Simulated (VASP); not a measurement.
# C in VASP: notebook

The runs below take C through relaxation of the atoms, with PBE+D3(BJ).

Program: VASP 6.6.1. These are calculated values, not measurements. Logs are shortened: lines on timing, memory, paths and dates and some standing lists are left out, and cuts for length are marked.

## 1. The cell of the first run

The cell holds a slab with vacuum, 32 atoms: a = 9.860 Å, b = 9.860 Å, c = 16.002 Å, α = 90.00°, β = 90.00°, γ = 120.00°.

## 2. Relaxation of the atoms, PBE+D3(BJ)

The input, INCAR:

```
ALGO = Normal
DIPOL = 0.5 0.5 0.500
EDIFF = 1E-6
EDIFFG = -0.03
ENCUT = 520
GGA = PE
IBRION = 2
IDIPOL = 3
ISIF = 2
ISMEAR = 0
IVDW = 12
LASPH = T
LCHARG = F
LDIPOL = T
LREAL = Auto
LWAVE = F
NELM = 60
NSW = 90
PREC = Accurate
SIGMA = 0.05
```

The input, KPOINTS:

```
k-points
0
Gamma
  2 2 1
```

The input, POSCAR:

```
C
1.0
    9.8601980332      0.0000000000      0.0000000000
   -4.9300990166      8.5391819831      0.0000000000
    0.0000000000      0.0000000000     16.0016100064
C
32
Selective dynamics
Direct
    0.4166666667      0.3333333333      0.4999496924  F F F
    0.4166666667      0.5833333333      0.4999496924  T T T
    0.4166666667      0.8333333333      0.4999496924  T T T
    0.4166666667      0.0833333333      0.4999496924  T T T
    0.6666666667      0.3333333333      0.4999496924  T T T
    0.6666666667      0.5833333333      0.4999496924  T T T
    0.6666666667      0.8333333333      0.4999496924  T T T
    0.6666666667      0.0833333333      0.4999496924  T T T
    0.9166666667      0.3333333333      0.4999496924  T T T
    0.9166666667      0.5833333333      0.4999496924  T T T
    0.9166666667      0.8333333333      0.4999496924  T T T
    0.9166666667      0.0833333333      0.4999496924  T T T
    0.1666666667      0.3333333333      0.4999496924  T T T
    0.1666666667      0.5833333333      0.4999496924  T T T
    0.1666666667      0.8333333333      0.4999496924  T T T
    0.1666666667      0.0833333333      0.4999496924  T T T
    0.3333333333      0.1666666667      0.5000503076  T T T
    0.3333333333      0.4166666667      0.5000503076  T T T
    0.3333333333      0.6666666667      0.5000503076  T T T
    0.3333333333      0.9166666667      0.5000503076  T T T
    0.5833333333      0.1666666667      0.5000503076  T T T
    0.5833333333      0.4166666667      0.5000503076  T T T
    0.5833333333      0.6666666667      0.5000503076  T T T
    0.5833333333      0.9166666667      0.5000503076  T T T
    0.8333333333      0.1666666667      0.5000503076  T T T
    0.8333333333      0.4166666667      0.5000503076  T T T
    0.8333333333      0.6666666667      0.5000503076  T T T
    0.8333333333      0.9166666667      0.5000503076  T T T
    0.0833333333      0.1666666667      0.5000503076  T T T
    0.0833333333      0.4166666667      0.5000503076  T T T
    0.0833333333      0.6666666667      0.5000503076  T T T
    0.0833333333      0.9166666667      0.5000503076  T T T
```

Potentials or basis: VASP PAW PBE potentials, release 64 (C).

The run is started by

```console
cat potpaw_PBE.64/C/POTCAR > POTCAR
mpirun -np 2 vasp_std > vasp.out
```

OUTCAR:

```text
EDIFF = 1E-6
   EDIFFG = -0.03
   ENCUT = 520
   GGA = PE
   IBRION = 2
   ISIF = 2
   ISMEAR = 0
   IVDW = 12
   LASPH = T
   LREAL = Auto
   NELM = 60
   NSW = 90
   PREC = Accurate
 IVDW          = 12

 ion  position               nearest neighbor table
   1  0.417  0.333  0.500-  22 1.42  17 1.42  18 1.42
   2  0.417  0.583  0.500-  23 1.42  18 1.42  19 1.42
   3  0.417  0.833  0.500-  24 1.42  19 1.42  20 1.42
   4  0.417  0.083  0.500-  21 1.42  20 1.42  17 1.42
   5  0.667  0.333  0.500-  26 1.42  21 1.42  22 1.42
   6  0.667  0.583  0.500-  27 1.42  22 1.42  23 1.42
[... 24 lines left out ...]
  31  0.083  0.667  0.500-  10 1.42  15 1.42  14 1.42
  32  0.083  0.917  0.500-  11 1.42  16 1.42  15 1.42

  LATTYP: Found a hexagonal cell.
 ALAT       =     9.8601980332
 C/A-ratio  =     1.6228487453

  Lattice vectors:

 A1 = (   9.8601980332,   0.0000000000,   0.0000000000)
 A2 = (  -4.9300990166,   8.5391819831,   0.0000000000)
 A3 = (   0.0000000000,   0.0000000000,  16.0016100064)

Analysis of symmetry for initial positions (statically):
=====================================================================
 Subroutine PRICEL returns following result:

  LATTYP: Found a hexagonal cell.
 ALAT       =     2.4650495083
 C/A-ratio  =     6.4913949811

  Lattice vectors:

 A1 = (   2.4650495083,   0.0000000000,   0.0000000000)
 A2 = (  -1.2325247541,   2.1347954958,   0.0000000000)
 A3 = (   0.0000000000,   0.0000000000,  16.0016100064)

  16 primitive cells build up your supercell.

 Routine SETGRP: Setting up the symmetry group for a
 hexagonal supercell.

 Subroutine GETGRP returns: Found 12 space group operations
 (whereof 12 operations were pure point group operations)
 out of a pool of 24 trial point group operations.

The static configuration has the point symmetry D_3d.

Analysis of symmetry for dynamics (positions and initial velocities):
=====================================================================
 Subroutine PRICEL returns following result:

  LATTYP: Found a hexagonal cell.
 ALAT       =     2.4650495083
 C/A-ratio  =     6.4913949811

  Lattice vectors:

 A1 = (   2.4650495083,   0.0000000000,   0.0000000000)
 A2 = (  -1.2325247541,   2.1347954958,   0.0000000000)
 A3 = (   0.0000000000,   0.0000000000,  16.0016100064)

  16 primitive cells build up your supercell.

 Routine SETGRP: Setting up the symmetry group for a
 hexagonal supercell.

 Subroutine GETGRP returns: Found 12 space group operations
 (whereof 12 operations were pure point group operations)
 out of a pool of 24 trial point group operations.

The dynamic configuration has the point symmetry D_3d.

Analysis of constrained symmetry for selective dynamics:
=====================================================================
 Subroutine PRICEL returns:
 Original cell was already a primitive cell.

 Routine SETGRP: Setting up the symmetry group for a
 hexagonal supercell.

 Subroutine GETGRP returns: Found  6 space group operations
 (whereof  1 operations were pure point group operations)
 out of a pool of 24 trial point group operations.

The constrained configuration has the point symmetry C_1 .
 The point group associated with its full space group is C_3v.

 Subroutine INISYM returns: Found  6 space group operations
 (whereof  1 operations are pure point group operations),
 and found     1 'primitive' translations

----------------------------------------------------------------------------------------

                                     Primitive cell

  volume of cell :    1347.3040

  direct lattice vectors                    reciprocal lattice vectors
     9.860198033  0.000000000  0.000000000     0.101417841  0.058553618  0.000000000
    -4.930099017  8.539181983  0.000000000     0.000000000  0.117107236  0.000000000
     0.000000000  0.000000000 16.001610006     0.000000000  0.000000000  0.062493712

  length of vectors
     9.860198033  9.860198033 16.001610006     0.117107236  0.117107236  0.062493712

  position of ions in fractional coordinates (direct lattice)
     0.416666667  0.333333333  0.499949692
     0.416666667  0.583333333  0.499949692
     0.416666667  0.833333333  0.499949692
     0.416666667  0.083333333  0.499949692
     0.666666667  0.333333333  0.499949692
     0.666666667  0.583333333  0.499949692
[... 24 lines left out ...]
     0.083333333  0.666666667  0.500050308
     0.083333333  0.916666667  0.500050308

  ion indices of the primitive-cell ions
   primitive index   ion index
                 1           1
                 2           2
                 3           3
                 4           4
                 5           5
                 6           6
[... 24 lines left out ...]
                31          31
                32          32

----------------------------------------------------------------------------------------

 KPOINTS: k-points

Automatic generation of k-mesh.
 Grid dimensions read from file:
 generate k-points for:    2    2    1

 Generating k-lattice:

  Cartesian coordinates                     Fractional coordinates (reciprocal lattice)
     0.050708921  0.029276809  0.000000000     0.500000000  0.000000000  0.000000000
     0.000000000  0.058553618  0.000000000     0.000000000  0.500000000  0.000000000
     0.000000000  0.000000000  0.062493712     0.000000000  0.000000000  1.000000000

  Length of vectors
     0.058553618  0.058553618  0.062493712

  Shift w.r.t. Gamma in fractional coordinates (k-lattice)
     0.000000000  0.000000000  0.000000000

 Subroutine IBZKPT returns following result:
 ===========================================

 Found      2 irreducible k-points:

 Following reciprocal coordinates:
            Coordinates               Weight
  0.000000  0.000000  0.000000      1.000000
  0.500000 -0.000000  0.000000      3.000000
   k-points           NKPTS =      2   k-points in BZ     NKDIM =      2   number of bands    NBANDS=     82
   number of dos      NEDOS =    301   number of ions     NIONS =     32
   total plane-waves  NPLWV = 768000
   dimension x,y,z NGX =    80 NGY =   80 NGZ =  120
   dimension x,y,z NGXF=   160 NGYF=  160 NGZF=  240
   ions per type =              32
   NGX,Y,Z   is equivalent  to a cutoff of  13.49, 13.49, 12.47 a.u.
   NGXF,Y,Z  is equivalent  to a cutoff of  26.98, 26.98, 24.93 a.u.
 SYSTEM =  unknown system
   PREC   = accura    normal or accurate (medium, high low for compatibility)
   ISTART =      0    job   : 0-new  1-cont  2-samecut
   ICHARG =      2    charge: 1-file 2-atom 10-const
   ISPIN  =      1    spin polarized calculation?
   LNONCOLLINEAR =      F non collinear calculations
   LSORBIT =      F    spin-orbit coupling
   LASPH  =      T    aspherical Exc in radial PAW
   ENCUT  =  520.0 eV  38.22 Ry    6.18 a.u.  18.33 18.33 29.75*2*pi/ulx,y,z
   NELM   =     60;   NELMIN=  2; NELMDL= -5     # of ELM steps
   EDIFF  = 0.1E-05   stopping-criterion for ELM
   LREAL  =      T    real-space projection
   EDIFFG = -.3E-01   stopping-criterion for IOM
   NSW    =     90    number of steps for IOM
   IBRION =      2    ionic relax: 0-MD 1-quasi-New 2-CG
   NFREE  =      1    steps in history (QN), initial steepest desc. (CG)
   ISIF   =      2    stress and relaxation
   ISYM   =      2    0-nonsym 1-usesym 2-fastsym
   POTIM  = 0.5000    time-step for ionic-motion
   TEBEG  =    0.0;   TEEND  =   0.0 temperature during run
   PSTRESS=    0.0 pullay stress
   NELECT =     128.0000    total number of electrons
   NUPDOWN=      -1.0000    fix difference up-down
   EMIN   =  10.00;   EMAX   =-10.00  energy-range for DOS
   EFERMI =   0.00;   METHOD = LEGACY
   ISMEAR =     0;   SIGMA  =   0.05  broadening in eV -4-tet -1-fermi 0-gaus
   EFERMI_NEDOS =   21; number of points for ismear=-14 and -15
   IALGO  =     38    algorithm
   IMIX   =      4    mixing-type and parameters
     AMIX     =   0.40;   BMIX     =  1.00
     AMIX_MAG =   1.60;   BMIX_MAG =  1.00
  volume/ion in A,a.u.               =      42.10       284.13
  Fermi-wavevector in a.u.,A,eV,Ry     =   0.747004  1.411633  7.592256  0.558015
  Thomas-Fermi vector in A             =   1.842958
   LORBIT       =      0    0 simple, 1 ext, 2 COOP (PROOUT), +10 PAW based schemes
   GGA     = PE    functional components
   LHFCALC =     F    Hartree Fock is set to
   AEXX    =    0.0000 exact exchange contribution
   IVDW    =    12    specifies the selected vdW correction
   LEPSILON=     F    determine dielectric tensor
   LRPA    =     F    only Hartree local field effects (RPA)
 conjugate gradient relaxation of ions
 non-spin polarized calculation
 Gauss-broadening in eV      SIGMA  =   0.05
  energy-cutoff  :      520.00
  volume of cell :     1347.30
 maximum number of plane-waves:     36359
 NGX is ok and might be reduce to    80

 dipolmoment           0.000000      0.000000     -0.000000 electrons x Angstroem

 number of electron     127.9999997 magnetization

 dipolmoment           0.000000      0.000000      0.000000 electrons x Angstroem

 Free energy of the ion-electron system (eV)
  ---------------------------------------------------
  ext. energy  EPLUGINS =         0.00000000
  ---------------------------------------------------
  free energy    TOTEN  =      -295.22919990 eV

  energy without entropy =     -295.22919990  energy(sigma->0) =     -295.22919990

 E-fermi :  -3.1268     XC(G=0):  -2.6848

 val. band max:       -3.3855879637   @ k =   0.5000  -0.0000   0.0000
 cond. band min:      -1.4134302599   @ k =   0.5000  -0.0000   0.0000
 fundamental gap:      1.9721577037
 Fermi energy:        -3.1267750633

 k-point     1 :       0.0000    0.0000    0.0000
  band No.  band energies     occupation
      1     -21.8937      2.00000
      2     -20.4275      2.00000
      3     -20.4275      2.00000
      4     -20.4275      2.00000
      5     -20.4275      2.00000
      6     -20.4275      2.00000
[... 68 lines left out ...]
     75       1.7582      0.00000
     76       2.2587      0.00000

 k-point     2 :       0.5000   -0.0000    0.0000
  band No.  band energies     occupation
      1     -21.5248      2.00000
      2     -21.5248      2.00000
      3     -20.7917      2.00000
      4     -20.7917      2.00000
      5     -19.3481      2.00000
      6     -19.3481      2.00000
[... 68 lines left out ...]
     75       2.2644      0.00000
     76       2.2644      0.00000
 [bands above 76 left out]

------------------------ aborting loop because EDIFF is reached ----------------------------------------

 vacuum level on the upper side and lower side of the slab       (xc-potential included)        -0.093        -0.093

 Edisp (eV)   -2.83848

 E8    (eV) :    -0.8873

  FORCE on cell =-STRESS in cart. coord.  units (eV):
  Direction    XX          YY          ZZ          XY          YZ          ZX
  --------------------------------------------------------------------------------------
  -------------------------------------------------------------------------------------
  Total       1.69571     1.69571    -0.22855    -0.00000     0.00000     0.00000
  in kB       2.01650     2.01650    -0.27179    -0.00000     0.00000     0.00000
  external pressure =        1.25 kB  Pullay stress =        0.00 kB

 VOLUME and BASIS-vectors are now :
 -----------------------------------------------------------------------------
  energy-cutoff  :      520.00
  volume of cell :     1347.30
      direct lattice vectors                 reciprocal lattice vectors
     9.860198033  0.000000000  0.000000000     0.101417841  0.058553618  0.000000000
    -4.930099017  8.539181983  0.000000000     0.000000000  0.117107236  0.000000000
     0.000000000  0.000000000 16.001610006     0.000000000  0.000000000  0.062493712

 POSITION                                       TOTAL-FORCE (eV/Angst)
 -----------------------------------------------------------------------------------
      2.46505      2.84639      8.00000        -0.000000     -0.000000      0.025676
      1.23252      4.98119      8.00000         0.000000     -0.000001      0.025677
      0.00000      7.11598      8.00000         0.000001      0.000001      0.025676
      3.69757      0.71160      8.00000        -0.000001      0.000000      0.025677
      4.93010      2.84639      8.00000        -0.000001      0.000000      0.025677
      3.69757      4.98119      8.00000        -0.000000     -0.000001      0.025677
[... 24 lines left out ...]
     -2.46505      5.69279      8.00161        -0.000000      0.000000     -0.025677
     -3.69757      7.82758      8.00161         0.000003      0.000002     -0.025676
 -----------------------------------------------------------------------------------
    total drift:                                0.000003     -0.000002     -0.000005

  FREE ENERGIE OF THE ION-ELECTRON SYSTEM (eV)
  ---------------------------------------------------
  free  energy   TOTEN  =      -298.0676797042 eV

  energy  without entropy=     -298.0676797042  energy(sigma->0) =     -298.06767970

 reached required accuracy - stopping structural energy minimisation

 vacuum level on the upper side and lower side of the slab         1.802         1.802
```

Wall time 4.4 min (2 MPI ranks of Intel Xeon Platinum 8488C (Sapphire Rapids), shared host); peak memory 0.69 GiB.

What came out:

| Item | Value |
| --- | --- |
| Free energy | -298.0677 eV |
| Dispersion energy per atom | -0.089 eV |

Final structure:
```
C
1.0
     9.86020    0.00000    0.00000
    -4.93010    8.53918    0.00000
     0.00000    0.00000   16.00161
C
32
Direct
  0.41667 0.33333 0.49995
  0.41667 0.58333 0.49995
  0.41667 0.83333 0.49995
  0.41667 0.08333 0.49995
  0.66667 0.33333 0.49995
  0.66667 0.58333 0.49995
  0.66667 0.83333 0.49995
  0.66667 0.08333 0.49995
  0.91667 0.33333 0.49995
  0.91667 0.58333 0.49995
  0.91667 0.83333 0.49995
  0.91667 0.08333 0.49995
  0.16667 0.33333 0.49995
  0.16667 0.58333 0.49995
  0.16667 0.83333 0.49995
  0.16667 0.08333 0.49995
  0.33333 0.16667 0.50005
  0.33333 0.41667 0.50005
  0.33333 0.66667 0.50005
  0.33333 0.91667 0.50005
  0.58333 0.16667 0.50005
  0.58333 0.41667 0.50005
  0.58333 0.66667 0.50005
  0.58333 0.91667 0.50005
  0.83333 0.16667 0.50005
  0.83333 0.41667 0.50005
  0.83333 0.66667 0.50005
  0.83333 0.91667 0.50005
  0.08333 0.16667 0.50005
  0.08333 0.41667 0.50005
  0.08333 0.66667 0.50005
  0.08333 0.91667 0.50005
```

Caveat: the relaxation stopped at its first step, so nothing moved.

## 3. Relaxation of the atoms, PBE+D3(BJ)

This run uses another cell than the first one: it holds 18 atoms, not 32.

The input, INCAR:

```
PREC     = Accurate       # precision mode
ENCUT    = 520            # plane-wave cutoff, eV
EDIFF    = 1E-6           # SCF threshold, eV
ISMEAR   = 0              # smearing method
SIGMA    = 0.05           # smearing width, eV
LREAL    = Auto         
LASPH    = T              # aspherical terms in the spheres
NELM     = 100            # most SCF steps
ALGO     = Normal         # electronic algorithm
ISIF     = 2              # what is computed and relaxed
LWAVE    = F              # write WAVECAR
LCHARG   = F              # write CHGCAR
LDIPOL   = T            
IDIPOL   = 3            
DIPOL    = 0.5 0.5 0.500
GGA      = PE             # functional
IVDW     = 12             # dispersion correction
IBRION   = 2              # ionic algorithm
NSW      = 90             # ionic steps
EDIFFG   = -0.03          # ionic threshold
```

The input, KPOINTS:

```
Automatic mesh
0
Gamma
  3 3 1
```

The input, POSCAR:

```
C
1.0
    7.3951485245      0.0000000000      0.0000000000
   -3.6975742623      6.4043864870      0.0000000000
    0.0000000000      0.0000000000     16.0016100061
C
18
Selective dynamics
Direct
    0.5555555556      0.4444444444      0.4999496924  F F F
    0.5555555556      0.7777777778      0.4999496924  T T T
    0.5555555556      0.1111111111      0.4999496924  T T T
    0.8888888889      0.4444444444      0.4999496924  T T T
    0.8888888889      0.7777777778      0.4999496924  T T T
    0.8888888889      0.1111111111      0.4999496924  T T T
    0.2222222222      0.4444444444      0.4999496924  T T T
    0.2222222222      0.7777777778      0.4999496924  T T T
    0.2222222222      0.1111111111      0.4999496924  T T T
    0.4444444444      0.2222222222      0.5000503076  T T T
    0.4444444444      0.5555555556      0.5000503076  T T T
    0.4444444444      0.8888888889      0.5000503076  T T T
    0.7777777778      0.2222222222      0.5000503076  T T T
    0.7777777778      0.5555555556      0.5000503076  T T T
    0.7777777778      0.8888888889      0.5000503076  T T T
    0.1111111111      0.2222222222      0.5000503076  T T T
    0.1111111111      0.5555555556      0.5000503076  T T T
    0.1111111111      0.8888888889      0.5000503076  T T T
```

Potentials or basis: VASP PAW PBE potentials, release 64 (C).

The run is started by

```console
cat potpaw_PBE.64/C/POTCAR > POTCAR
mpirun -np 1 vasp_std > vasp.out
```

It took 2.5 min on 1 thread of AMD EPYC 9R45 (Zen 5), shared host; peak memory 0.64 GiB.

The run converged. Its results:

```
Free energy                : -167.5262 eV
Band gap on the k mesh     : zero (filled and empty bands touch)
Dispersion energy per atom : -0.089 eV
```

Final structure:
```cif
data_structure
_symmetry_space_group_name_H-M 'P 1'
_symmetry_Int_Tables_number 1
_cell_length_a 7.3951
_cell_length_b 7.3951
_cell_length_c 16.0016
_cell_angle_alpha 90.000
_cell_angle_beta 90.000
_cell_angle_gamma 120.000
_cell_volume 757.86
loop_
_atom_site_label
_atom_site_type_symbol
_atom_site_fract_x
_atom_site_fract_y
_atom_site_fract_z
_atom_site_occupancy
C1 C 0.55556 0.44444 0.49995 1
C2 C 0.55556 0.77778 0.49995 1
C3 C 0.55556 0.11111 0.49995 1
C4 C 0.88889 0.44444 0.49995 1
C5 C 0.88889 0.77778 0.49995 1
C6 C 0.88889 0.11111 0.49995 1
C7 C 0.22222 0.44444 0.49995 1
C8 C 0.22222 0.77778 0.49995 1
C9 C 0.22222 0.11111 0.49995 1
C10 C 0.44444 0.22222 0.50005 1
C11 C 0.44444 0.55556 0.50005 1
C12 C 0.44444 0.88889 0.50005 1
C13 C 0.77778 0.22222 0.50005 1
C14 C 0.77778 0.55556 0.50005 1
C15 C 0.77778 0.88889 0.50005 1
C16 C 0.11111 0.22222 0.50005 1
C17 C 0.11111 0.55556 0.50005 1
C18 C 0.11111 0.88889 0.50005 1
```

Levels at points of the mesh, in eV from the Fermi level:
| k point | band 34 | band 35 | band 36 | band 37 | band 38 | band 39 |
| --- | --- | --- | --- | --- | --- | --- |
| (0.00, 0.00, 0.00) | -3.05 | 0.00 | 0.00 | 0.00 | 0.00 | 3.25 |

Caveat: the relaxation stopped at its first step, so nothing moved.
